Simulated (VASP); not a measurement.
ScGaTe3, 5 atoms in the cell. The structure is trigonal, space group R-3m (No. 166). Conventional cell: a = 6.771 Å, b = 6.771 Å, c = 10.148 Å, α = 90.00°, β = 90.00°, γ = 120.00°. Within 3.4 Å of Sc (site symmetry -3m) lie 6 Te at 2.58 Å. Within 4.5 Å of Ga (site symmetry -3m) lie 12 Te at 3.39 to 3.91 Å and 6 Sc at 4.26 Å. Te (site symmetry 2/m) has 2 Sc at 2.58 Å and 2 Ga at 3.39 Å and 4 Te at 3.39 Å within 3.4 Å. 

```yaml
Program: VASP 6.6.1
Task: single point
Functional: PBE
Potentials_or_basis: VASP PAW PBE potentials, release 64 (Sc_sv, Ga_d, Te)
Cutoff: 520 eV
k_mesh: 3 × 3 × 3
Occupations: gaussian, width 0.1 eV
Spin: no spin polarisation
Dipole_correction: no
Further_INCAR_settings: ALGO = Normal; EDIFF = 1e-06; NBANDS = 29
```

Potentials or basis: VASP PAW PBE potentials, release 64 (Sc_sv, Ga_d, Te).

Command:

```sh
$ cat potpaw_PBE.64/Sc_sv/POTCAR potpaw_PBE.64/Ga_d/POTCAR potpaw_PBE.64/Te/POTCAR > POTCAR
$ mpirun -np 1 vasp_std > vasp.out
```

Hardware: 1 thread of AMD EPYC 9R45 96-Core Processor (Zen 5), on a shared host.

**Question.** Estimate the wall time of this run.

**Answer.** Run time: 18 s on 1 thread of AMD EPYC 9R45 96-Core Processor (Zen 5), with other jobs on the host, peak memory 0.21 GiB. Counts: scf iterations 13, k points 6.
